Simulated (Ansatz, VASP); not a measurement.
LiBr in VASP and in Ansatz

Contents of INCAR:

```
SYSTEM = LiBr
PREC = Accurate
ENCUT = 750
EDIFF = 1E-6
ISMEAR = -1
SIGMA = 0.03
LREAL = .False.
LASPH = .True.
NELM = 120
ALGO = Normal
ISIF = 2
LWAVE = .False.
LCHARG = .False.
GGA = PE
NBANDS = 12
GGA_COMPAT = .False.
```

The input KPOINTS:

```
regular mesh
0
Gamma
  8 8 8
  0 0 0
```

POSCAR

```
LiBr
1.0
    0.0000000000      2.7260799819      2.7260799819
    2.7260799819      0.0000000000      2.7260799819
    2.7260799819      2.7260799819      0.0000000000
Li Br
1 1
Direct
    0.0000000000      0.0000000000      0.0000000000
    0.5000000000      0.5000000000      0.5000000000
```

Input for Ansatz:

```yaml
crystal:
  lattice:
    - [0.0, 2.7260799819, 2.7260799819]
    - [2.7260799819, 0.0, 2.7260799819]
    - [2.7260799819, 2.7260799819, 0.0]
  atoms:
    - { symbol: Li, position: [0.0, 0.0, 0.0] }
    - { symbol: Br, position: [0.5, 0.5, 0.5] }
kpoints:
  mp_grid: { grid: [8, 8, 8] }
scf:
  occupations: { method: fermi_dirac, width: 0.03 }
hamiltonian:
  xc: pbe
  pseudopotentials: { kind: all_electron, lapw: { basis_error: 0.001 } }
output:
  forces: true
  stress: true
  eigenvalues: true
```

Change from the starting cell: volume scaled by 0.98.

Alike in both runs: task single point; functional PBE; k mesh 8 × 8 × 8; occupations fermi-dirac, width 0.03 eV; no spin polarisation.

|  | VASP | Ansatz |
| --- | --- | --- |
| version | VASP 6.6.1 | Ansatz 0.2.0 |
| potentials or method | VASP PAW PBE potentials, release 64 (Li_sv, Br), cutoff 750 eV | all-electron LAPW, scalar-relativistic |

VASP gave:

* gap on the k mesh at the Fermi level (eV): 5.06
* pressure (GPa): 0.8

Problem. What did Ansatz give for the same quantities?

Solution. gap on the k mesh at the Fermi level (eV): 5.06; pressure (GPa): 0.9.

Ansatz ran all-electron here, and VASP with PAW potentials.
